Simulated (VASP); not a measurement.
Here is a VASP 6.6.1 calculation.

Contents of INCAR:

```
SYSTEM = H2CO
  PREC = Accurate
  ENCUT = 520
  EDIFF = 1E-7
  ISMEAR = -1
  SIGMA = 0.02
  LREAL = Auto
  LASPH = .True.
  NELM = 80
  ALGO = Normal
  ISIF = 2
  LWAVE = .False.
  LCHARG = .True.
  GGA = PE
  IVDW = 12
  LELF = .True.
  LVHAR = .True.
  NBANDS = 70
```

KPOINTS

```
Automatic mesh
0
Gamma
  1 1 1
  0 0 0
```

POSCAR

```
H2CO
1.0
    7.6012920000      0.0000000000      0.0000000000
    0.0000000000      7.6012920000      0.0000000000
    0.0000000000      0.0000000000      7.6012920000
O C H
8 8 16
Direct
    0.9983697508      1.0337716272      1.0123805269
    0.0170497331      0.4515679703      0.3572813674
    0.7074586794      0.2951208821      0.6289588665
    0.5221875439      0.5900838963      0.1176378963
    0.1956377942      1.0903278022      0.6243806974
    0.5459203514      0.0050649284      1.0908540285
    0.2050440899      0.6634924694      0.6504683677
    0.7014991662      0.8029819141      0.6027922622
    0.9601394079      0.9632967659      0.8726016577
    0.0048412822      0.3486380999      0.2292768124
    0.6282484609      0.2745191212      0.4910612564
    0.5552477132      0.6336422808     -0.0330864806
    0.2575483220      0.9847536445      0.5213982044
    0.5266078451      0.1412259916      1.0140512955
    0.2558380865      0.5482620586      0.5545899302
    0.7857216905      0.8187950154      0.4679336092
    0.8924140791      1.0299170194      0.7693034289
    0.9777679900      0.8169006006      0.8667605454
   -0.0819860624      0.3700160446      0.1138885337
    0.0848408402      0.2225411154      0.2188575311
    0.5659169520      0.3753703976      0.4117984153
    0.6149744017      0.1405550530      0.4343340579
    0.6695177609      0.7177858711     -0.0640680558
    0.4837335548      0.5759678749     -0.1458436276
    0.1897177480      0.9302102853      0.3992084504
    0.3978534176      0.9403006752      0.5185171152
    0.4970470809      0.2637446371      1.0852497181
    0.5116893286      0.1470934152      0.8702467949
    0.3103551344      0.5627859053      0.4115616135
    0.2372359857      0.4053784541      0.5754416486
    0.7702243250      0.7313625105      0.3526242644
    0.8836787220      0.9378537228      0.4488447490
```

Potentials or basis: VASP PAW PBE potentials, release 64 (O, C, H).

The run is started by

```sh
$ cat potpaw_PBE.64/O/POTCAR potpaw_PBE.64/C/POTCAR potpaw_PBE.64/H/POTCAR > POTCAR
$ mpirun -np 1 vasp_gam > vasp.out
```

Question: Predict the largest force.

Answer: 3.001 eV/Å.

Question: What does it give for the band gap on the k mesh?

Answer: 2.46 eV.

Question: Predict the pressure.

Answer: -0.2 GPa.

Question: Predict the dispersion energy per atom.

Answer: -0.041 eV.

Stress tensor (GPa, compression positive):
```
-0.17 -0.48  0.32
-0.48  0.22 -0.85
 0.32 -0.85 -0.59
```

Caveat: the k points lie up to 0.83 Å⁻¹ apart.
